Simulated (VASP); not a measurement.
# C (P-1) in VASP: notebook, part 2 of 2

VASP 6.6.1. Earlier steps stand in the parts before.

### Step 3. Single point, PBEsol+D3(BJ) (atoms displaced along several vibrational modes)

INCAR

```
PREC     = Accurate       # precision mode
ENCUT    = 520            # plane-wave cutoff, eV
EDIFF    = 1E-6           # SCF threshold, eV
ISMEAR   = 0              # smearing method
SIGMA    = 0.15           # smearing width, eV
LREAL    = F              # projectors in reciprocal space
LASPH    = T              # aspherical terms in the spheres
NELM     = 100            # most SCF steps
ALGO     = Normal         # electronic algorithm
ISIF     = 2              # what is computed and relaxed
LWAVE    = F              # write WAVECAR
LCHARG   = T              # write CHGCAR
GGA      = PS             # functional
IVDW     = 12             # dispersion correction
LELF     = T              # ELF
LVHAR    = T            
NBANDS   = 11             # bands
```

KPOINTS

```
Automatic mesh
0
Gamma
  21 21 12
```

POSCAR

```
C
1.0
    2.4576582469      0.0000000000      0.0000000000
   -1.2288291235      2.1283944757      0.0000000000
    0.0000000000      0.0000000000      3.5294822413
C
2
Direct
    0.3251955054      0.6666666667     -0.0177646453
    0.6748044946      0.3333333333      0.0177646453
```

Potentials or basis: VASP PAW PBE potentials, release 64 (C).

Started as:

```sh
$ cat potpaw_PBE.64/C/POTCAR > POTCAR
$ mpirun -np 1 vasp_std > vasp.out
```

OUTCAR:

```text
PREC = Accurate
   ENCUT = 520
   EDIFF = 1E-6
   ISMEAR = 0
   LREAL = F
   LASPH = T
   NELM = 100
   ISIF = 2
   GGA = PS
   IVDW = 12
 IVDW          = 12

 ion  position               nearest neighbor table
   1  0.325  0.667  0.982-   2 1.39   2 1.43   2 1.46
   2  0.675  0.333  0.018-   1 1.39   1 1.43   1 1.46

  LATTYP: Found a hexagonal cell.
 ALAT       =     2.4576582469
 C/A-ratio  =     1.4361159635

  Lattice vectors:

 A1 = (   2.4576582469,   0.0000000000,   0.0000000000)
 A2 = (  -1.2288291235,   2.1283944757,   0.0000000000)
 A3 = (   0.0000000000,   0.0000000000,   3.5294822413)

Analysis of symmetry for initial positions (statically):
=====================================================================
 Subroutine PRICEL returns:
 Original cell was already a primitive cell.

 Routine SETGRP: Setting up the symmetry group for a
 hexagonal supercell.

 Subroutine GETGRP returns: Found  2 space group operations
 (whereof  2 operations were pure point group operations)
 out of a pool of 24 trial point group operations.

The static configuration has the point symmetry S_2 .

Analysis of symmetry for dynamics (positions and initial velocities):
=====================================================================
 Subroutine PRICEL returns:
 Original cell was already a primitive cell.

 Routine SETGRP: Setting up the symmetry group for a
 hexagonal supercell.

 Subroutine GETGRP returns: Found  2 space group operations
 (whereof  2 operations were pure point group operations)
 out of a pool of 24 trial point group operations.

The dynamic configuration has the point symmetry S_2 .

 Subroutine INISYM returns: Found  2 space group operations
 (whereof  2 operations are pure point group operations),
 and found     1 'primitive' translations

----------------------------------------------------------------------------------------

                                     Primitive cell

  volume of cell :      18.4622

[... 116 lines left out ...]
   IVDW    =    12    specifies the selected vdW correction
   LEPSILON=     F    determine dielectric tensor
   LRPA    =     F    only Hartree local field effects (RPA)
 non-spin polarized calculation
 Gauss-broadening in eV      SIGMA  =   0.15
  energy-cutoff  :      520.00
  volume of cell :       18.46
 maximum number of plane-waves:       510
   NGX =  9   NGY =  9   NGZ = 13

 number of electron       8.0000000 magnetization

 Free energy of the ion-electron system (eV)
  ---------------------------------------------------
  ext. energy  EPLUGINS =         0.00000000
  ---------------------------------------------------
  free energy    TOTEN  =       -19.09948093 eV

  energy without entropy =      -19.09904774  energy(sigma->0) =      -19.09926433

 E-fermi :   4.1991     XC(G=0): -10.2161

 val. band max:        4.1975992801   @ k =  -0.3333  -0.3333   0.3333
 cond. band min:       4.2006377015   @ k =   0.3333   0.2857   0.5000
 fundamental gap:      0.0030384214
 Fermi energy:         4.1990770238

 k-point     1 :       0.0000    0.0000    0.0000
  band No.  band energies     occupation
      1     -15.3790      2.00000
      2      -2.6069      2.00000
      3       0.7945      2.00000
      4       1.9882      2.00000
      5       7.6002      0.00000
      6      11.7936      0.00000
      7      13.3355      0.00000
      8      16.1346      0.00000
      9      16.8985      0.00000
     10      26.2505      0.00000
     11      28.2357      0.00000
[... 309 lines left out ...]
 k-point    24 :       0.0000    0.3810    0.0000
  band No.  band energies     occupation
      1     -11.9751      2.00000
      2      -6.6074      2.00000
      3      -1.6841      2.00000
      4       1.0812      2.00000
      5       8.1713      0.00000
      6      11.6553      0.00000
      7      12.4398      0.00000
      8      18.4073      0.00000
      9      21.7893      0.00000
     10      22.8008      0.00000
     11      26.0096      0.00000

 [... further k-points ...]

------------------------ aborting loop because EDIFF is reached ----------------------------------------

 Edisp (eV)   -0.20929

 E8    (eV) :    -0.1017

  FORCE on cell =-STRESS in cart. coord.  units (eV):
  Direction    XX          YY          ZZ          XY          YZ          ZX
  --------------------------------------------------------------------------------------
  -------------------------------------------------------------------------------------
  Total       0.23281     0.19257    -0.27838     0.48173    -0.01313    -0.26917
  in kB      20.20365    16.71128   -24.15813    41.80491    -1.13980   -23.35890
  external pressure =        4.25 kB  Pullay stress =        0.00 kB

 VOLUME and BASIS-vectors are now :
 -----------------------------------------------------------------------------
  energy-cutoff  :      520.00
  volume of cell :       18.46
      direct lattice vectors                 reciprocal lattice vectors
     2.457658247  0.000000000  0.000000000     0.406891398  0.234918858  0.000000000
    -1.228829123  2.128394476  0.000000000     0.000000000  0.469837716  0.000000000
     0.000000000  0.000000000  3.529482241     0.000000000  0.000000000  0.283327676

 POSITION                                       TOTAL-FORCE (eV/Angst)
 -----------------------------------------------------------------------------------
     -0.02000      1.41893      3.46678         2.146817      0.105159      2.091903
      1.24883      0.70946      0.06270        -2.146817     -0.105159     -2.091903
 -----------------------------------------------------------------------------------
    total drift:                                0.000000     -0.000000     -0.000000

  FREE ENERGIE OF THE ION-ELECTRON SYSTEM (eV)
  ---------------------------------------------------
  free  energy   TOTEN  =       -19.3087733420 eV

  energy  without entropy=      -19.3083401543  energy(sigma->0) =      -19.30855675
```

stdout:

```text
POSCAR found type information on POSCAR C
 POSCAR found :  1 types and       2 ions
 scaLAPACK will be used
 -----------------------------------------------------------------------------
|                                                                             |
|                                                                             |
|     You enforced a specific xc type in the INCAR file but a different       |
|     I HOPE YOU KNOW WHAT YOU ARE DOING!                                     |
|                                                                             |
 -----------------------------------------------------------------------------

 LDA part: xc-table for (Slater+PW92), standard interpolation
 POSCAR, INCAR and KPOINTS ok, starting setup
 FFT: planning ... GRIDC
 FFT: planning ... GRID_SOFT
 FFT: planning ... GRID
 WAVECAR not read
 entering main loop
```

It took 5 min on 1 thread of Intel Xeon Platinum 8259CL at 2.50GHz (Skylake/Cascade Lake), shared host; peak memory 0.5 GiB.

Results:

```
Free energy                : -19.3088 eV
Pressure                   : 0.4 GPa
Largest force              : 2.999 eV/Å
Band gap on the k mesh     : zero (bands 4 and 5 overlap by 0.49 eV)
Dispersion energy per atom : -0.105 eV
```

Forces in eV/Å, atoms in the order of the input:
```
C    2.147  0.105  2.092
C   -2.147 -0.105 -2.092
```

Caveat: the cell differs from its parent crystal (atoms displaced along several vibrational modes); the PAW data sets were made with another functional, which shifts forces and pressure a little.

The gap in the log of VASP goes by the Fermi energy; the results here count the filled bands.